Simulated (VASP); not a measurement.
A run of VASP 6.6.1:

Contents of INCAR:

```
PREC     = Accurate       # precision mode
ENCUT    = 520            # plane-wave cutoff, eV
EDIFF    = 1E-6           # SCF threshold, eV
ISMEAR   = -1             # smearing method
SIGMA    = 0.05           # smearing width, eV
LREAL    = F              # projectors in reciprocal space
LASPH    = T              # aspherical terms in the spheres
NELM     = 100            # most SCF steps
ALGO     = Normal         # electronic algorithm
ISIF     = 2              # what is computed and relaxed
LWAVE    = F              # write WAVECAR
LCHARG   = F              # write CHGCAR
LDIPOL   = T            
IDIPOL   = 3            
DIPOL    = 0.5 0.5 0.500
GGA      = PE             # functional
NBANDS   = 30             # bands
```

File KPOINTS:

```
regular mesh
0
Gamma
  13 13 1
```

File POSCAR:

```
Au
1.0
    2.9400990585      0.0000000000      0.0000000000
   -1.4700495293      2.5462004743      0.0000000000
    0.0000000000      0.0000000000     23.2017000000
Au
4
Direct
    0.0000000000      0.0000000000      0.3445147924
    0.3333333333      0.6666666667      0.4487741934
    0.6666666667      0.3333333333      0.5512258202
    0.0000000000      0.0000000000      0.6554851934
```

Potentials or basis: VASP PAW PBE potentials, release 64 (Au).

The run is started by

```bash
$ cat potpaw_PBE.64/Au/POTCAR > POTCAR
$ mpirun -np 1 vasp_std > vasp.out
```

Hardware: 1 thread of Intel(R) Xeon(R) 6975P-C (Granite Rapids), on a shared host.

**Question.** How long does it take, and how much memory?

**Answer.** Run time: 71 s on 1 thread of Intel(R) Xeon(R) 6975P-C (Granite Rapids) (shared host), peak memory 0.33 GiB. Counts: scf iterations 17, k points 21.
